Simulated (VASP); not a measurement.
EuTe2: single point with PBE

The system is EuTe2.

```xyz
3
Lattice="2.6741 1.5439 4.3758 -2.6741 1.5439 4.3758 0.0000 -3.0878 4.3758" Properties=species:S:1:pos:R:3 pbc="T T T"
Eu    0.0000    0.0000    0.0000
Te    0.0000    0.0000    3.2796
Te    0.0000    0.0000    9.8479
```

```json
{
  "Program": "VASP 6.6.1",
  "Task": "single point",
  "Functional": "PBE",
  "Potentials or basis": "VASP PAW PBE potentials, release 64 (Eu, Te)",
  "Cutoff": "520 eV",
  "k mesh": "8 × 8 × 8",
  "Occupations": "gaussian, width 0.05 eV",
  "Spin": "collinear spin, ferromagnetic start",
  "Starting moments": "[0.5, 0.0, 0.0] μB"
}
```

```yaml
Pressure: -0.1 GPa
Net_moment: 6.88 μB per cell
Site_moments: Eu +6.46; Te +0.03 μB
Valence_electrons_inside_the_program's_atomic_spheres: Eu 14.66; Te 3.37
```

Levels at points of the mesh, in eV from the Fermi level:
Spin up:
```
           k point  band 14  band 15  band 16  band 17  band 18  band 19  band 20  band 21  band 22  band 23
(0.00, 0.00, 0.00)    -0.39    -0.39    -0.22     0.50     0.50     0.50     2.25     2.25     3.97     4.81
(0.50, 0.00, 0.00)    -0.37    -0.37    -0.32    -0.19    -0.19    -0.11     2.74     2.75     3.89     5.80
(0.50, 0.50, 0.00)    -0.30    -0.30    -0.30    -0.21    -0.20     1.40     1.71     3.29     3.93     4.71
(0.50, 0.50, 0.50)    -0.37    -0.37    -0.32    -0.19    -0.19    -0.10     2.74     2.74     3.87     5.80
```
Spin down:
```csv
k point,band 7,band 8,band 9,band 10,band 11,band 12,band 13,band 14,band 15,band 16
"(0.00, 0.00, 0.00)",-2.80,-2.79,-2.79,0.21,0.21,0.22,2.79,2.79,4.24,4.32
"(0.50, 0.00, 0.00)",-2.07,-2.07,-1.85,-1.51,-1.23,-1.22,3.43,3.44,4.05,4.34
"(0.50, 0.50, 0.00)",-3.91,-2.57,-2.57,0.02,0.03,1.05,2.17,4.10,4.13,4.32
"(0.50, 0.50, 0.50)",-2.06,-2.06,-1.85,-1.50,-1.23,-1.23,3.43,3.43,4.05,4.34
```

Wall time 17 min on 1 thread of Intel(R) Xeon(R) Platinum 8488C (Sapphire Rapids) (shared host), peak memory 0.52 GiB.

Caveat: spin-orbit coupling is left out, which moves the levels of the heavy elements; a cell with one magnetic atom can't hold antiferromagnetic order, which such compounds often take; semilocal functionals describe open f shells poorly, which spoils levels, moments and volumes. The state reached can hang on the start; a lower one may exist.
